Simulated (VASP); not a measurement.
A run of VASP 6.6.1:

The input INCAR:

```
ALGO = Normal
EDIFF = 1E-6
EDIFFG = -0.005
ENCUT = 600
IBRION = 2
ISIF = 3
ISMEAR = -1
LASPH = T
LCHARG = F
LREAL = F
LWAVE = F
NELM = 60
NSW = 32
PREC = Accurate
PSTRESS = 90.0
SIGMA = 0.05
```

The input KPOINTS:

```
k-points
0
Gamma
  15 15 15
```

POSCAR

```
Sn
1.0
   -1.7821776900      1.7821776900      1.7821776900
    1.7821776900     -1.7821776900      1.7821776900
    1.7821776900      1.7821776900     -1.7821776900
Sn
1
Direct
    0.0000000000      0.0000000000      0.0000000000
```

Potentials or basis: VASP PAW LDA potentials, release 64 (Sn_d).

Launch:

```console
$ cat potpaw_LDA.64/Sn_d/POTCAR > POTCAR
$ mpirun -np 1 vasp_std > vasp.out
```

Hardware: 1 thread of Intel(R) Xeon(R) 6975P-C (Granite Rapids) (shared host).

Estimate the wall time of this run.

Run time: 26 s on 1 thread of Intel(R) Xeon(R) 6975P-C (Granite Rapids), on a shared host, peak memory 0.16 GiB. Counts: scf iterations 21, k points 120, ion steps 3.
